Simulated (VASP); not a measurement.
# AlN (P6_3mc) in VASP: notebook

Runs on AlN. Level: LDA. Tasks: single point, relaxation of cell and atoms.

All numbers are computed with VASP 6.6.1; they aren't measurements. Logs are shortened: lines on timing, memory, paths and dates and some standing lists are left out, and cuts for length are marked.

## 1. The cell of the first run

Symmetry: P6_3mc, No. 186, hexagonal system. The conventional cell has a = 3.089 Å, b = 3.089 Å, c = 4.943 Å, α = 90.00°, β = 90.00°, γ = 120.00°. Al (site symmetry 3m) has 4 N at 1.88 to 1.89 Å within 2.5 Å. Within 2.5 Å of N (site symmetry 3m) lie 4 Al at 1.88 to 1.89 Å.

## 2. Single point, LDA

The input, INCAR:

```
  PREC = Accurate
  ENCUT = 520
  EDIFF = 1E-6
  ISMEAR = 0
  SIGMA = 0.02
  LREAL = F
  LASPH = T
  NELM = 80
  ALGO = Normal
  ISIF = 2
  LWAVE = F
  LCHARG = F
  NBANDS = 16
```

The input, KPOINTS:

```
Automatic mesh
0
Gamma
  9 9 6
```

The input, POSCAR:

```
AlN
1.0
    3.0889342608      0.0000000000      0.0000000000
   -1.5444671304      2.6750955405      0.0000000000
    0.0000000000      0.0000000000      4.9427449032
Al N
2 2
Direct
    0.3333333333      0.6666666667     -0.0000055646
    0.6666666667      0.3333333333      0.4999944354
    0.3333333333      0.6666666667      0.3820055646
    0.6666666667      0.3333333333      0.8820055646
```

Potentials or basis: VASP PAW LDA potentials, release 64 (Al, N).

Command:

```
> cat potpaw_LDA.64/Al/POTCAR potpaw_LDA.64/N/POTCAR > POTCAR
> mpirun -np 1 vasp_std > vasp.out
```

OUTCAR:

```text
PREC = Accurate
   ENCUT = 520
   EDIFF = 1E-6
   ISMEAR = 0
   LREAL = F
   LASPH = T
   NELM = 80
   ISIF = 2

 ion  position               nearest neighbor table
   1  0.333  0.667  1.000-   4 1.88   4 1.88   4 1.88   3 1.89   2 3.05   2 3.05   2 3.05   2 3.05
                             2 3.05   2 3.05
   2  0.667  0.333  0.500-   3 1.88   3 1.88   3 1.88   4 1.89   1 3.05   1 3.05   1 3.05   1 3.05
                             1 3.05   1 3.05
   3  0.333  0.667  0.382-   2 1.88   2 1.88   2 1.88   1 1.89
   4  0.667  0.333  0.882-   1 1.88   1 1.88   1 1.88   2 1.89

  LATTYP: Found a hexagonal cell.
 ALAT       =     3.0889342608
 C/A-ratio  =     1.6001457091

  Lattice vectors:

 A1 = (   3.0889342608,   0.0000000000,   0.0000000000)
 A2 = (  -1.5444671304,   2.6750955405,   0.0000000000)
 A3 = (   0.0000000000,   0.0000000000,   4.9427449032)

Analysis of symmetry for initial positions (statically):
=====================================================================
 Subroutine PRICEL returns:
 Original cell was already a primitive cell.

 Routine SETGRP: Setting up the symmetry group for a
 hexagonal supercell.

 Subroutine GETGRP returns: Found 12 space group operations
 (whereof  6 operations were pure point group operations)
 out of a pool of 24 trial point group operations.

The static configuration has the point symmetry C_3v.
 The point group associated with its full space group is C_6v.

Analysis of symmetry for dynamics (positions and initial velocities):
=====================================================================
 Subroutine PRICEL returns:
 Original cell was already a primitive cell.

 Routine SETGRP: Setting up the symmetry group for a
 hexagonal supercell.

 Subroutine GETGRP returns: Found 12 space group operations
 (whereof  6 operations were pure point group operations)
 out of a pool of 24 trial point group operations.

The dynamic configuration has the point symmetry C_3v.
 The point group associated with its full space group is C_6v.

 Subroutine INISYM returns: Found 12 space group operations
 (whereof  6 operations are pure point group operations),
 and found     1 'primitive' translations

----------------------------------------------------------------------------------------

                                     Primitive cell

  volume of cell :      40.8429

  direct lattice vectors                    reciprocal lattice vectors
     3.088934261  0.000000000  0.000000000     0.323736252  0.186909212  0.000000000
    -1.544467130  2.675095541  0.000000000     0.000000000  0.373818424  0.000000000
     0.000000000  0.000000000  4.942744903     0.000000000  0.000000000  0.202316733

  length of vectors
     3.088934261  3.088934261  4.942744903     0.373818424  0.373818424  0.202316733

  position of ions in fractional coordinates (direct lattice)
     0.333333333  0.666666667  0.999994435
     0.666666667  0.333333333  0.499994435
     0.333333333  0.666666667  0.382005565
     0.666666667  0.333333333  0.882005565

  ion indices of the primitive-cell ions
   primitive index   ion index
                 1           1
                 2           2
                 3           3
                 4           4

----------------------------------------------------------------------------------------

 KPOINTS: Automatic mesh

Automatic generation of k-mesh.
 Grid dimensions read from file:
 generate k-points for:    9    9    6

 Generating k-lattice:

  Cartesian coordinates                     Fractional coordinates (reciprocal lattice)
     0.035970695  0.020767690  0.000000000     0.111111111 -0.000000000  0.000000000
     0.000000000  0.041535380  0.000000000     0.000000000  0.111111111  0.000000000
     0.000000000  0.000000000  0.033719455     0.000000000  0.000000000  0.166666667

  Length of vectors
     0.041535380  0.041535380  0.033719455

  Shift w.r.t. Gamma in fractional coordinates (k-lattice)
     0.000000000  0.000000000  0.000000000

 Subroutine IBZKPT returns following result:
 ===========================================

 Found     48 irreducible k-points:

 Following reciprocal coordinates:
            Coordinates               Weight
  0.000000  0.000000  0.000000      1.000000
  0.111111  0.000000  0.000000      6.000000
  0.222222  0.000000  0.000000      6.000000
  0.333333  0.000000  0.000000      6.000000
  0.444444  0.000000  0.000000      6.000000
  0.111111  0.111111  0.000000      6.000000
[... 16 lines left out ...]
  0.333333  0.222222  0.166667     24.000000
  0.333333  0.333333  0.166667      4.000000
 [... further k-points ...]
   k-points           NKPTS =     48   k-points in BZ     NKDIM =     48   number of bands    NBANDS=     16
   number of dos      NEDOS =    301   number of ions     NIONS =      4
   total plane-waves  NPLWV =  23040
   dimension x,y,z NGX =    24 NGY =   24 NGZ =   40
   dimension x,y,z NGXF=    48 NGYF=   48 NGZF=   80
   ions per type =               2   2
   NGX,Y,Z   is equivalent  to a cutoff of  12.92, 12.92, 13.45 a.u.
   NGXF,Y,Z  is equivalent  to a cutoff of  25.83, 25.83, 26.91 a.u.
 SYSTEM =  unknown system
   PREC   = accura    normal or accurate (medium, high low for compatibility)
   ISTART =      0    job   : 0-new  1-cont  2-samecut
   ICHARG =      2    charge: 1-file 2-atom 10-const
   ISPIN  =      1    spin polarized calculation?
   LNONCOLLINEAR =      F non collinear calculations
   LSORBIT =      F    spin-orbit coupling
   LASPH  =      T    aspherical Exc in radial PAW
   ENCUT  =  520.0 eV  38.22 Ry    6.18 a.u.   5.74  5.74  9.19*2*pi/ulx,y,z
   NELM   =     80;   NELMIN=  2; NELMDL= -5     # of ELM steps
   EDIFF  = 0.1E-05   stopping-criterion for ELM
   LREAL  =      F    real-space projection
   EDIFFG = 0.1E-04   stopping-criterion for IOM
   NSW    =      0    number of steps for IOM
   IBRION =     -1    ionic relax: 0-MD 1-quasi-New 2-CG
   NFREE  =      0    steps in history (QN), initial steepest desc. (CG)
   ISIF   =      2    stress and relaxation
   ISYM   =      2    0-nonsym 1-usesym 2-fastsym
   POTIM  = 0.5000    time-step for ionic-motion
   TEBEG  =    0.0;   TEEND  =   0.0 temperature during run
   PSTRESS=    0.0 pullay stress
   NELECT =      16.0000    total number of electrons
   NUPDOWN=      -1.0000    fix difference up-down
   EMIN   =  10.00;   EMAX   =-10.00  energy-range for DOS
   EFERMI =   0.00;   METHOD = LEGACY
   ISMEAR =     0;   SIGMA  =   0.02  broadening in eV -4-tet -1-fermi 0-gaus
   EFERMI_NEDOS =   21; number of points for ismear=-14 and -15
   IALGO  =     38    algorithm
   IMIX   =      4    mixing-type and parameters
     AMIX     =   0.40;   BMIX     =  1.00
     AMIX_MAG =   1.60;   BMIX_MAG =  1.00
  volume/ion in A,a.u.               =      10.21        68.91
  Fermi-wavevector in a.u.,A,eV,Ry     =   1.197869  2.263645 19.522876  1.434891
  Thomas-Fermi vector in A             =   2.333773
   LORBIT       =      0    0 simple, 1 ext, 2 COOP (PROOUT), +10 PAW based schemes
   GGA     = CA    functional components
   LHFCALC =     F    Hartree Fock is set to
   AEXX    =    0.0000 exact exchange contribution
   IVDW    =     0    specifies the selected vdW correction
   LEPSILON=     F    determine dielectric tensor
   LRPA    =     F    only Hartree local field effects (RPA)
 non-spin polarized calculation
 Gauss-broadening in eV      SIGMA  =   0.02
  energy-cutoff  :      520.00
  volume of cell :       40.84
 maximum number of plane-waves:      1118
 NGX is ok and might be reduce to    24
   NGX = 11   NGY = 11   NGZ = 19

 number of electron      15.9999997 magnetization

 Free energy of the ion-electron system (eV)
  ---------------------------------------------------
  ext. energy  EPLUGINS =         0.00000000
  ---------------------------------------------------
  free energy    TOTEN  =       -32.84104730 eV

  energy without entropy =      -32.84104730  energy(sigma->0) =      -32.84104730

 E-fermi :   6.2851     XC(G=0): -11.3432

 val. band max:        6.1158885911   @ k =   0.0000   0.0000   0.0000
 cond. band min:      10.5382158567   @ k =   0.0000   0.0000   0.0000
 fundamental gap:      4.4223272656
 Fermi energy:         6.2850881738

 k-point     1 :       0.0000    0.0000    0.0000
  band No.  band energies     occupation
      1      -9.0585      2.00000
      2      -6.7638      2.00000
      3      -0.0389      2.00000
      4       5.2239      2.00000
      5       5.2239      2.00000
      6       5.8859      2.00000
[... 8 lines left out ...]
     15      19.2367      0.00000
     16      19.2367      0.00000

 k-point     2 :       0.1111    0.0000    0.0000
  band No.  band energies     occupation
      1      -8.8943      2.00000
      2      -6.6701      2.00000
      3       0.1519      2.00000
      4       4.5054      2.00000
      5       5.0197      2.00000
      6       5.2167      2.00000
[... 8 lines left out ...]
     15      19.0894      0.00000
     16      19.2439      0.00000

 k-point     3 :       0.2222    0.0000    0.0000
  band No.  band energies     occupation
      1      -8.4267      2.00000
      2      -6.4343      2.00000
      3       0.7063      2.00000
      4       2.9737      2.00000
      5       3.9484      2.00000
      6       4.6023      2.00000
[... 8 lines left out ...]
     15      18.3024      0.00000
     16      19.0092      0.00000

 k-point     4 :       0.3333    0.0000    0.0000
  band No.  band energies     occupation
      1      -7.7469      2.00000
      2      -6.2055      2.00000
      3       1.5064      2.00000
      4       1.5582      2.00000
      5       2.7371      2.00000
      6       4.2155      2.00000
[... 8 lines left out ...]
     15      18.2437      0.00000
     16      20.5011      0.00000
[... 324 lines left out ...]
 k-point    22 :       0.2222    0.2222    0.1667
  band No.  band energies     occupation
      1      -7.3117      2.00000
      2      -6.2211      2.00000
      3       1.4039      2.00000
      4       1.6649      2.00000
      5       2.9446      2.00000
      6       3.3878      2.00000
[... 8 lines left out ...]
     15      18.3750      0.00000
     16      21.0953      0.00000

 k-point    23 :       0.3333    0.2222    0.1667
  band No.  band energies     occupation
      1      -6.7490      2.00000
      2      -6.2118      2.00000
      3       0.9803      2.00000
      4       1.6953      2.00000
      5       2.5162      2.00000
      6       3.5592      2.00000
[... 8 lines left out ...]
     15      18.8801      0.00000
     16      20.9806      0.00000

 k-point    24 :       0.3333    0.3333    0.1667
  band No.  band energies     occupation
      1      -6.3780      2.00000
      2      -6.3780      2.00000
      3       1.2511      2.00000
      4       1.8512      2.00000
      5       1.8512      2.00000
      6       3.3279      2.00000
[... 8 lines left out ...]
     15      19.1418      0.00000
     16      21.2716      0.00000

 [... further k-points ...]
[... 5 lines left out ...]
  --------------------------------------------------------------------------------------
  -------------------------------------------------------------------------------------
  Total        0.1519542      0.1519542      0.1595124      0.0000000      0.0000000      0.0000000
  in kB        5.9608345      5.9608345      6.2573283      0.0000000      0.0000000      0.0000000
  external PRESSURE =       6.0596658 kB  Pullay stress =       0.0000000 kB

 VOLUME and BASIS-vectors are now :
 -----------------------------------------------------------------------------
  energy-cutoff  :      520.00
  volume of cell :       40.84
      direct lattice vectors                 reciprocal lattice vectors
     3.088934261  0.000000000  0.000000000     0.323736252  0.186909212  0.000000000
    -1.544467130  2.675095541  0.000000000     0.000000000  0.373818424  0.000000000
     0.000000000  0.000000000  4.942744903     0.000000000  0.000000000  0.202316733

 POSITION                                       TOTAL-FORCE (eV/Angst)
 -----------------------------------------------------------------------------------
     -0.00000      1.78340      4.94272         0.000000      0.000000     -0.000866
      1.54447      0.89170      2.47134        -0.000000      0.000000     -0.000866
     -0.00000      1.78340      1.88816        -0.000000     -0.000000      0.000866
      1.54447      0.89170      4.35953         0.000000      0.000000      0.000866
 -----------------------------------------------------------------------------------
    total drift:                               -0.000000      0.000000     -0.000548

  FREE ENERGIE OF THE ION-ELECTRON SYSTEM (eV)
  ---------------------------------------------------
  free  energy   TOTEN  =       -32.8410473000 eV

  energy  without entropy=      -32.8410473000  energy(sigma->0) =      -32.84104730
```

It took 24 s on 1 thread of AMD EPYC 7R43 (Zen 3), shared host; peak memory 0.11 GiB.

Results:

| Quantity | Value |
| --- | --- |
| Free energy | -32.8410 eV |
| Pressure | 0.6 GPa |
| Band gap on the k mesh | 4.42 eV, direct |

A k mesh can miss the band edges. Expect the measured gap to be larger: semilocal functionals such as LDA lack the derivative discontinuity.

[end of part 1 of 2]
